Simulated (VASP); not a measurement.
# ZnCd5O6 (P4/mmm) in VASP: single point with PBE

Aim: the single point of ZnCd5O6 with PBE.

All numbers are computed with VASP 6.6.1; they aren't measurements. Logs are shortened: lines on timing, memory, paths and dates and some standing lists are left out, and cuts for length are marked.

**1. The cell of the first run**

The structure is tetragonal, space group P4/mmm (No. 123). Conventional cell: a = 3.343 Å, b = 3.343 Å, c = 14.024 Å, α = 90.00°, β = 90.00°, γ = 90.00°. Zn (site symmetry 4/mmm) has 6 O at 2.13 to 2.36 Å within 2.8 Å. Cd (site symmetry 4/mmm) has 6 O at 2.36 to 2.40 Å within 3.1 Å. Cd (site symmetry 4mm) has 6 O at 2.36 to 2.46 Å within 3.1 Å. Within 2.9 Å of Cd (site symmetry 4mm) lie 6 O at 2.23 to 2.38 Å. O (site symmetry 4mm) has 6 Cd at 2.36 to 2.40 Å within 3.1 Å. Within 2.8 Å of O (site symmetry 4mm) lie 1 Zn at 2.13 Å and 5 Cd at 2.37 to 2.46 Å. Within 2.9 Å of O (site symmetry 4/mmm) lie 2 Cd at 2.23 Å and 4 Zn at 2.36 Å. O (site symmetry 4/mmm) has 6 Cd at 2.36 to 2.42 Å within 3.1 Å.

**2. Single point, PBE**

The input, INCAR:

```
PREC = Accurate
ENCUT = 520
EDIFF = 1E-7
ISMEAR = 0
SIGMA = 0.1
LREAL = F
LASPH = T
NELM = 100
ALGO = Normal
ISIF = 2
LWAVE = F
LCHARG = T
GGA = PE
LELF = T
LVHAR = T
NBANDS = 66
```

The input, KPOINTS:

```
Automatic mesh
0
Gamma
  12 12 4
```

The input, POSCAR:

```
ZnCd5O6
1.0
    3.3431669000      0.0000000000      0.0000000000
    0.0000000000      3.3431669000      0.0000000000
    0.0000000000      0.0000000000     14.0239634000
Zn Cd O
1 5 6
Direct
    0.5000000000      0.5000000000      0.5000000000
    0.0000000000      0.0000000000      0.0000000000
    0.5000000000      0.5000000000      0.1723040000
    0.0000000000      0.0000000000      0.3410190000
    0.0000000000      0.0000000000      0.6589810000
    0.5000000000      0.5000000000      0.8276960000
    0.0000000000      0.0000000000      0.1710270000
    0.5000000000      0.5000000000      0.3479440000
    0.0000000000      0.0000000000      0.5000000000
    0.5000000000      0.5000000000      0.6520560000
    0.0000000000      0.0000000000      0.8289730000
    0.5000000000      0.5000000000      0.0000000000
```

Potentials or basis: VASP PAW PBE potentials, release 64 (Zn, Cd, O).

Command:

```sh
cat potpaw_PBE.64/Zn/POTCAR potpaw_PBE.64/Cd/POTCAR potpaw_PBE.64/O/POTCAR > POTCAR
mpirun -np 1 vasp_std > vasp.out
```

OUTCAR:

```text
PREC = Accurate
   ENCUT = 520
   EDIFF = 1E-7
   ISMEAR = 0
   LREAL = F
   LASPH = T
   NELM = 100
   ISIF = 2
   GGA = PE

 ion  position               nearest neighbor table
   1  0.500  0.500  0.500-   8 2.13  10 2.13   9 2.36   9 2.36   9 2.36   9 2.36   5 3.25   5 3.25
                             4 3.25   5 3.25   4 3.25   4 3.25   5 3.25   4 3.25
   2  0.000  0.000  0.000-  12 2.36  12 2.36  12 2.36  12 2.36   7 2.40  11 2.40   6 3.38   6 3.38
                             3 3.38   6 3.38   3 3.38   3 3.38   6 3.38   3 3.38
   3  0.500  0.500  0.172-   7 2.36   7 2.36   7 2.36   7 2.36  12 2.42   8 2.46   4 3.34   4 3.34
                             4 3.34   4 3.34   2 3.38   2 3.38   2 3.38   2 3.38
   4  0.000  0.000  0.341-   9 2.23   8 2.37   8 2.37   8 2.37   8 2.37   7 2.38   1 3.25   1 3.25
                             1 3.25   1 3.25   3 3.34   3 3.34   3 3.34   3 3.34
   5  0.000  0.000  0.659-   9 2.23  10 2.37  10 2.37  10 2.37  10 2.37  11 2.38   1 3.25   1 3.25
                             1 3.25   1 3.25   6 3.34   6 3.34   6 3.34   6 3.34
   6  0.500  0.500  0.828-  11 2.36  11 2.36  11 2.36  11 2.36  12 2.42  10 2.46   5 3.34   5 3.34
                             5 3.34   5 3.34   2 3.38   2 3.38   2 3.38   2 3.38
   7  0.000  0.000  0.171-   3 2.36   3 2.36   3 2.36   3 2.36   4 2.38   2 2.40
   8  0.500  0.500  0.348-   1 2.13   4 2.37   4 2.37   4 2.37   4 2.37   3 2.46
   9  0.000  0.000  0.500-   4 2.23   5 2.23   1 2.36   1 2.36   1 2.36   1 2.36
  10  0.500  0.500  0.652-   1 2.13   5 2.37   5 2.37   5 2.37   5 2.37   6 2.46
  11  0.000  0.000  0.829-   6 2.36   6 2.36   6 2.36   6 2.36   5 2.38   2 2.40
  12  0.500  0.500  0.000-   2 2.36   2 2.36   2 2.36   2 2.36   6 2.42   3 2.42

  LATTYP: Found a simple tetragonal cell.
 ALAT       =     3.3431669000
 C/A-ratio  =     4.1948140250

  Lattice vectors:

 A1 = (   3.3431669000,   0.0000000000,   0.0000000000)
 A2 = (   0.0000000000,   3.3431669000,   0.0000000000)
 A3 = (   0.0000000000,   0.0000000000,  14.0239634000)

Analysis of symmetry for initial positions (statically):
=====================================================================
 Subroutine PRICEL returns:
 Original cell was already a primitive cell.

 Routine SETGRP: Setting up the symmetry group for a
 simple tetragonal supercell.

 Subroutine GETGRP returns: Found 16 space group operations
 (whereof 16 operations were pure point group operations)
 out of a pool of 16 trial point group operations.

The static configuration has the point symmetry D_4h.

Analysis of symmetry for dynamics (positions and initial velocities):
=====================================================================
 Subroutine PRICEL returns:
 Original cell was already a primitive cell.

 Routine SETGRP: Setting up the symmetry group for a
 simple tetragonal supercell.

 Subroutine GETGRP returns: Found 16 space group operations
 (whereof 16 operations were pure point group operations)
 out of a pool of 16 trial point group operations.

The dynamic configuration has the point symmetry D_4h.

 Subroutine INISYM returns: Found 16 space group operations
 (whereof 16 operations are pure point group operations),
 and found     1 'primitive' translations

----------------------------------------------------------------------------------------

                                     Primitive cell

  volume of cell :     156.7425

  direct lattice vectors                    reciprocal lattice vectors
     3.343166900  0.000000000  0.000000000     0.299117582  0.000000000  0.000000000
     0.000000000  3.343166900  0.000000000     0.000000000  0.299117582  0.000000000
     0.000000000  0.000000000 14.023963400     0.000000000  0.000000000  0.071306518

  length of vectors
     3.343166900  3.343166900 14.023963400     0.299117582  0.299117582  0.071306518

  position of ions in fractional coordinates (direct lattice)
     0.500000000  0.500000000  0.500000000
     0.000000000  0.000000000  0.000000000
     0.500000000  0.500000000  0.172304000
     0.000000000  0.000000000  0.341019000
     0.000000000  0.000000000  0.658981000
     0.500000000  0.500000000  0.827696000
     0.000000000  0.000000000  0.171027000
     0.500000000  0.500000000  0.347944000
     0.000000000  0.000000000  0.500000000
     0.500000000  0.500000000  0.652056000
     0.000000000  0.000000000  0.828973000
     0.500000000  0.500000000  0.000000000

  ion indices of the primitive-cell ions
   primitive index   ion index
                 1           1
                 2           2
[... 25 lines left out ...]

  Length of vectors
     0.024926465  0.024926465  0.017826630

  Shift w.r.t. Gamma in fractional coordinates (k-lattice)
     0.000000000  0.000000000  0.000000000

 Subroutine IBZKPT returns following result:
 ===========================================

 Found     84 irreducible k-points:

 Following reciprocal coordinates:
            Coordinates               Weight
  0.000000  0.000000  0.000000      1.000000
  0.083333  0.000000  0.000000      4.000000
  0.166667  0.000000  0.000000      4.000000
  0.250000  0.000000  0.000000      4.000000
  0.333333  0.000000  0.000000      4.000000
  0.416667  0.000000  0.000000      4.000000
[... 16 lines left out ...]
  0.333333  0.333333  0.000000      4.000000
  0.416667  0.333333  0.000000      8.000000
 [... further k-points ...]
   k-points           NKPTS =     84   k-points in BZ     NKDIM =     84   number of bands    NBANDS=     66
   number of dos      NEDOS =    301   number of ions     NIONS =     12
   total plane-waves  NPLWV =  84672
   dimension x,y,z NGX =    28 NGY =   28 NGZ =  108
   dimension x,y,z NGXF=    56 NGYF=   56 NGZF=  216
   ions per type =               1   5   6
   NGX,Y,Z   is equivalent  to a cutoff of  13.92, 13.92, 12.80 a.u.
   NGXF,Y,Z  is equivalent  to a cutoff of  27.85, 27.85, 25.61 a.u.
 SYSTEM =  unknown system
   PREC   = accura    normal or accurate (medium, high low for compatibility)
   ISTART =      0    job   : 0-new  1-cont  2-samecut
   ICHARG =      2    charge: 1-file 2-atom 10-const
   ISPIN  =      1    spin polarized calculation?
   LNONCOLLINEAR =      F non collinear calculations
   LSORBIT =      F    spin-orbit coupling
   LASPH  =      T    aspherical Exc in radial PAW
   ENCUT  =  520.0 eV  38.22 Ry    6.18 a.u.   6.22  6.22 26.08*2*pi/ulx,y,z
   NELM   =    100;   NELMIN=  2; NELMDL= -5     # of ELM steps
   EDIFF  = 0.1E-06   stopping-criterion for ELM
   LREAL  =      F    real-space projection
   EDIFFG = 0.1E-05   stopping-criterion for IOM
   NSW    =      0    number of steps for IOM
   IBRION =     -1    ionic relax: 0-MD 1-quasi-New 2-CG
   NFREE  =      0    steps in history (QN), initial steepest desc. (CG)
   ISIF   =      2    stress and relaxation
   ISYM   =      2    0-nonsym 1-usesym 2-fastsym
   POTIM  = 0.5000    time-step for ionic-motion
   TEBEG  =    0.0;   TEEND  =   0.0 temperature during run
   PSTRESS=    0.0 pullay stress
   NELECT =     108.0000    total number of electrons
   NUPDOWN=      -1.0000    fix difference up-down
   EMIN   =  10.00;   EMAX   =-10.00  energy-range for DOS
   EFERMI =   0.00;   METHOD = LEGACY
   ISMEAR =     0;   SIGMA  =   0.10  broadening in eV -4-tet -1-fermi 0-gaus
   EFERMI_NEDOS =   21; number of points for ismear=-14 and -15
   IALGO  =     38    algorithm
   IMIX   =      4    mixing-type and parameters
     AMIX     =   0.40;   BMIX     =  1.00
     AMIX_MAG =   1.60;   BMIX_MAG =  1.00
  volume/ion in A,a.u.               =      13.06        88.15
  Fermi-wavevector in a.u.,A,eV,Ry     =   1.445952  2.732453 28.446739  2.090776
  Thomas-Fermi vector in A             =   2.564075
   LORBIT       =      0    0 simple, 1 ext, 2 COOP (PROOUT), +10 PAW based schemes
   GGA     = PE    functional components
   LHFCALC =     F    Hartree Fock is set to
   AEXX    =    0.0000 exact exchange contribution
   IVDW    =     0    specifies the selected vdW correction
   LEPSILON=     F    determine dielectric tensor
   LRPA    =     F    only Hartree local field effects (RPA)
 non-spin polarized calculation
 Gauss-broadening in eV      SIGMA  =   0.10
  energy-cutoff  :      520.00
  volume of cell :      156.74
 maximum number of plane-waves:      4250
 NGX is ok and might be reduce to    28
   NGX = 13   NGY = 13   NGZ = 53

 number of electron     108.0000007 magnetization

 Free energy of the ion-electron system (eV)
  ---------------------------------------------------
  ext. energy  EPLUGINS =         0.00000000
  ---------------------------------------------------
  free energy    TOTEN  =       -46.89144932 eV

  energy without entropy =      -46.88808935  energy(sigma->0) =      -46.88976934

 E-fermi :   1.9514     XC(G=0): -11.5062

 val. band max:        1.9353022758   @ k =   0.5000   0.0000   0.5000
 cond. band min:       2.0708405084   @ k =   0.0833   0.0000   0.2500
 fundamental gap:      0.1355382325
 Fermi energy:         1.9513988922

 k-point     1 :       0.0000    0.0000    0.0000
  band No.  band energies     occupation
      1     -15.5472      2.00000
      2     -15.3606      2.00000
      3     -15.2644      2.00000
      4     -15.0336      2.00000
      5     -14.9980      2.00000
      6     -14.5136      2.00000
[... 1645 lines left out ...]
     65      10.0961      0.00000
     66      10.4039      0.00000

 [... further k-points ...]

------------------------ aborting loop because EDIFF is reached ----------------------------------------

  FORCE on cell =-STRESS in cart. coord.  units (eV):
  Direction    XX          YY          ZZ          XY          YZ          ZX
  --------------------------------------------------------------------------------------
  -------------------------------------------------------------------------------------
  Total        1.1747290      1.1747290      1.2609598      0.0000000      0.0000000     -0.0000000
  in kB       12.0077434     12.0077434     12.8891694      0.0000000      0.0000000     -0.0000000
  external PRESSURE =      12.3015521 kB  Pullay stress =       0.0000000 kB

 VOLUME and BASIS-vectors are now :
 -----------------------------------------------------------------------------
  energy-cutoff  :      520.00
  volume of cell :      156.74
      direct lattice vectors                 reciprocal lattice vectors
     3.343166900  0.000000000  0.000000000     0.299117582  0.000000000  0.000000000
     0.000000000  3.343166900  0.000000000     0.000000000  0.299117582  0.000000000
     0.000000000  0.000000000 14.023963400     0.000000000  0.000000000  0.071306518

 POSITION                                       TOTAL-FORCE (eV/Angst)
 -----------------------------------------------------------------------------------
      1.67158      1.67158      7.01198        -0.000000     -0.000000      0.000000
      0.00000      0.00000      0.00000        -0.000000     -0.000000      0.000000
      1.67158      1.67158      2.41638         0.000000      0.000000      0.007431
      0.00000      0.00000      4.78244        -0.000000     -0.000000     -0.051367
      0.00000      0.00000      9.24153        -0.000000     -0.000000      0.051367
      1.67158      1.67158     11.60758        -0.000000      0.000000     -0.007431
      0.00000      0.00000      2.39848        -0.000000     -0.000000     -0.000412
      1.67158      1.67158      4.87955         0.000000     -0.000000     -0.011638
      0.00000      0.00000      7.01198        -0.000000     -0.000000      0.000000
      1.67158      1.67158      9.14441        -0.000000      0.000000      0.011638
      0.00000      0.00000     11.62549        -0.000000     -0.000000      0.000412
      1.67158      1.67158      0.00000        -0.000000     -0.000000      0.000000
 -----------------------------------------------------------------------------------
    total drift:                                0.000000      0.000000      0.000000

  FREE ENERGIE OF THE ION-ELECTRON SYSTEM (eV)
  ---------------------------------------------------
  free  energy   TOTEN  =       -46.8914493247 eV

  energy  without entropy=      -46.8880893457  energy(sigma->0) =      -46.88976934
```

It took 37 min on 1 thread of Intel Xeon 8259CL, shared host; peak memory 0.71 GiB.

Results:

```
Free energy            : -46.8914 eV
Pressure               : 1.2 GPa
Largest force          : 0.051 eV/Å
Band gap on the k mesh : zero (bands 54 and 55 overlap by 0.68 eV)
```

Forces in eV/Å, atoms in the order of the input:
```
Zn   0.000  0.000  0.000
Cd   0.000  0.000  0.000
Cd   0.000  0.000  0.007
Cd   0.000  0.000 -0.051
Cd   0.000  0.000  0.051
Cd   0.000  0.000 -0.007
O    0.000  0.000  0.000
O    0.000  0.000 -0.012
O    0.000  0.000  0.000
O    0.000  0.000  0.012
O    0.000  0.000  0.000
O    0.000  0.000  0.000
```

Caveat: semilocal functionals underestimate gaps, and a narrow one can read as zero.

The gap in the log of VASP goes by the Fermi energy; the results here count the filled bands.